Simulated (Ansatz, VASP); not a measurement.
# One calculation of SiGe2N4, two programs

```
CELL_PARAMETERS angstrom
7.89334 0.00000 0.00124
0.00000 3.01974 0.00000
-3.94560 0.00000 6.84180
ATOMIC_POSITIONS crystal
Ge 0.60006 0.50000 0.82983
Ge 0.22654 0.50000 0.40185
Ge 0.16752 0.50000 0.76493
Ge 0.41253 0.00000 0.17461
Si 0.82594 0.00000 0.23671
Si 0.76556 0.00000 0.59033
N 0.33350 0.50000 0.66689
N 0.67720 0.00000 0.34045
N 0.69857 0.50000 0.65839
N 0.68236 0.00000 0.98257
N 0.01804 0.00000 0.70012
N 0.95866 0.50000 0.30158
N 0.29526 0.00000 0.32370
N 0.33827 0.50000 0.02804
```

Alike in both runs: task single point; functional PBE; k mesh 4 × 8 × 4; occupations fermi-dirac, width 0.02 eV; no spin polarisation.

|  | VASP | Ansatz |
| --- | --- | --- |
| version | VASP 6.6.1 | Ansatz 0.2.0 |
| potentials or method | VASP PAW PBE potentials, release 64 (Ge_d, Si, N) | plane waves, PAW |
| plane-wave cutoff (eV) | 520 | 420 |
| valence electrons in the cell | 104 | 104 |

Ansatz gave:

- gap on the k mesh at the Fermi level (eV): 2.93
- pressure (GPa): 6.2
- rms of the force components (eV/Å): 0.048

Task: Estimate VASP's values.

Result: gap on the k mesh at the Fermi level (eV): 2.94; pressure (GPa): 5.6; rms of the force components (eV/Å): 0.040.

With one functional, cell and mesh, what is left measures potentials, basis and numerics.
